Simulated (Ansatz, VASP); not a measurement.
# Two plane-wave programs on Zn

File INCAR:

```
SYSTEM = Zn
  ALGO = Fast
  EDIFF = 1E-6
  ENCUT = 520
  GGA = PE
  ISIF = 2
  ISMEAR = 0
  LASPH = .TRUE.
  LCHARG = .TRUE.
  LELF = .TRUE.
  LREAL = .FALSE.
  LVHAR = .TRUE.
  LWAVE = .FALSE.
  NBANDS = 19
  NELM = 60
  PREC = Accurate
  SIGMA = 0.15
```

File KPOINTS:

```
k-points
0
G
  24 24 10
  0 0 0
```

File POSCAR:

```
Zn
1.0
    2.8779818974      0.0000000000      0.0000000000
   -1.4389909487      2.4924054348      0.0000000000
    0.0000000000      0.0000000000      5.3424360000
Zn
2
Direct
    0.3333333333      0.6666666667      0.2500000000
    0.6666666667      0.3333333333      0.7500000000
```

Input for Ansatz:

```yaml
crystal:
  lattice:
    - [2.8779818974, 0.0, 0.0]
    - [-1.4389909487, 2.4924054348, 0.0]
    - [0.0, 0.0, 5.342436]
  atoms:
    - { symbol: Zn, position: [0.3333333333, 0.6666666667, 0.25] }
    - { symbol: Zn, position: [0.6666666667, 0.3333333333, 0.75] }
basis:
  ecutwfc: 420
kpoints:
  mp_grid: { grid: [24, 24, 10] }
hamiltonian:
  xc: pbe
scf:
  occupations: { method: gaussian, width: 0.15 }
output:
  forces: true
  stress: true
  eigenvalues: true
```

Change from the starting cell: strain +0.080 along x and y, +0.080 along z, atoms carried along.

Alike in both runs: task single point; functional PBE; k mesh 24 × 24 × 10; occupations gaussian, width 0.15 eV; no spin polarisation.

|  | VASP | Ansatz |
| --- | --- | --- |
| version | VASP 6.6.1 | Ansatz 0.2.0 |
| potentials or method | VASP PAW PBE potentials, release 64 (Zn), cutoff 520 eV | scalar-relativistic, plane waves, PAW |
| valence electrons in the cell | 24 | 24 |

VASP gave:

```
gap on the k mesh at the Fermi level (eV)                     : none
pressure (GPa)                                                : -8.4
traceless stress, the component that is largest in VASP (GPa) : 2.30
```

Q: Which values does Ansatz return?

A: gap on the k mesh at the Fermi level (eV): none; pressure (GPa): -8.9; traceless stress, the component that is largest in VASP (GPa): 2.34.

A gap of «none» marks a metal or a gap that the smearing closes.
